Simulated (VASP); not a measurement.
# Al: single point with LDA

Crystal: Al.

```
Al
1.0
     0.00000    1.99161    1.99161
     1.99161    0.00000    1.99161
     1.99161    1.99161    0.00000
Al
1
Direct
  0.00000 0.00000 0.00000
```

```json
{
  "Program": "VASP 6.6.1",
  "Task": "single point",
  "Functional": "LDA",
  "Potentials or basis": "VASP PAW LDA potentials, release 64 (Al)",
  "Cutoff": "520 eV",
  "k mesh": "14 × 14 × 14",
  "Occupations": "gaussian, width 0.3 eV",
  "Spin": "no spin polarisation"
}
```

```
Pressure : 0.0 GPa
```

Levels at points of the mesh, in eV from the Fermi level:
```csv
k point,band 1,band 2,band 3,band 4
"(0.00, 0.00, 0.00)",-11.39,12.82,12.82,12.82
"(0.50, 0.00, 0.00)",-4.71,-4.44,11.65,11.65
"(0.50, 0.50, 0.00)",-2.99,-1.61,5.32,5.75
```

Run time: 16 s on 1 thread of AMD EPYC 7R13, on a shared host, peak memory 0.13 GiB.
